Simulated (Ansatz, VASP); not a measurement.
## HgTe in VASP and in Ansatz

```
CELL_PARAMETERS angstrom
0.00000 3.40004 3.40004
3.40004 0.00000 3.40004
3.40004 3.40004 0.00000
ATOMIC_POSITIONS crystal
Hg 0.00000 0.00000 0.00000
Te 0.25000 0.25000 0.25000
```

Alike in both runs: task single point; functional PBE; k mesh 10 × 10 × 10; occupations gaussian, width 0.05 eV; no spin polarisation.

|  | VASP | Ansatz |
| --- | --- | --- |
| version | VASP 6.6.1 | Ansatz 0.2.0 |
| potentials or method | VASP PAW PBE potentials, release 64 (Hg, Te), cutoff 520 eV | scalar-relativistic, plane waves, PAW |
| valence electrons in the cell | 18 | 36 |

```csv
,VASP,Ansatz,Ansatz less VASP
gap on the k mesh at the Fermi level (eV),none,none,-
pressure (GPa),-1.9,-1.9,-0.03
```

A gap of «none» marks a metal or a gap that the smearing closes. With one functional, cell and mesh, what is left measures potentials, basis and numerics. VASP's potentials hold 18 valence electrons a cell and Ansatz's 36, so a difference there can come from the potentials and not from the codes.

Neither program's run includes spin-orbit coupling.
